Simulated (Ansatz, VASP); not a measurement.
**Two plane-wave programs on MnO**

INCAR

```
SYSTEM = MnO
PREC = Accurate
ENCUT = 520
EDIFF = 1E-8
ISMEAR = -1
SIGMA = 0.05
LREAL = .FALSE.
LASPH = .TRUE.
NELM = 150
ALGO = Normal
ISIF = 2
LWAVE = .FALSE.
LCHARG = .FALSE.
ISPIN = 2
MAGMOM = 4 0
LORBIT = 11
LMAXMIX = 4
GGA = PE
LEFG = .TRUE.
NBANDS = 20
```

Contents of KPOINTS:

```
regular mesh
0
G
  16 16 16
  0 0 0
```

File POSCAR:

```
MnO
1.0
    0.0000000000      2.1775600000      2.2220000000
    2.1775600000      0.0000000000      2.2220000000
    2.1775600000      2.1775600000      0.0000000000
Mn O
1 1
Direct
    0.0000000000      0.0000000000      0.0000000000
    0.5000000000      0.5000000000      0.5000000000
```

Input for Ansatz:

```yaml
crystal:
  lattice:
    - [0.0, 2.17756, 2.222]
    - [2.17756, 0.0, 2.222]
    - [2.17756, 2.17756, 0.0]
  atoms:
    - { symbol: Mn, position: [0.0, 0.0, 0.0], spin: 4.0 }
    - { symbol: O, position: [0.5, 0.5, 0.5] }
magnetization:
  spin_polarized: true
kpoints:
  mp_grid: { grid: [16, 16, 16] }
scf:
  occupations: { method: fermi_dirac, width: 0.05 }
hamiltonian:
  xc: pbe
  pseudopotentials: { kind: paw }
output:
  forces: true
  stress: true
  eigenvalues: true
  efg: { contact_densities: true }
  write_density: true
  write_potential: true
  elf: true
  volumetric_format: npy
```

Change from the starting cell: equal xx and yy strain of -2 %, PAW files.

Alike in both runs: task electric field gradients; functional PBE; k mesh 16 × 16 × 16; occupations fermi-dirac, width 0.05 eV; collinear spin.

|  | VASP | Ansatz |
| --- | --- | --- |
| version | VASP 6.6.1 | Ansatz 0.2.0 |
| potentials or method | VASP PAW PBE potentials, release 64 (Mn_pv, O) | PAW with Ansatz's default frozen-core files, scalar-relativistic |
| plane-wave cutoff (eV) | 520 | 420 |
| valence electrons in the cell | 19 | 21 |

|  | VASP | Ansatz | Ansatz less VASP |
| --- | --- | --- | --- |
| pressure (GPa) | 4.7 | 4.4 | -0.30 |
| traceless stress, the component that is largest in VASP (GPa) | -0.22 | -0.13 | +0.083 |
| net moment per atom (μB) | 2.32 | 2.32 | 0.000 |
| size of the moment on the site where the two differ most (μB) | 4.23 | 3.92 | -0.312 |
| size of Vzz on the site where it differs most (V/Å²) | 5.7 | 5.5 | -0.20 |

Site moments also hang on the region over which each program counts them. VASP's potentials hold 19 valence electrons a cell and Ansatz's 21, so a difference there can come from the potentials and not from the codes.
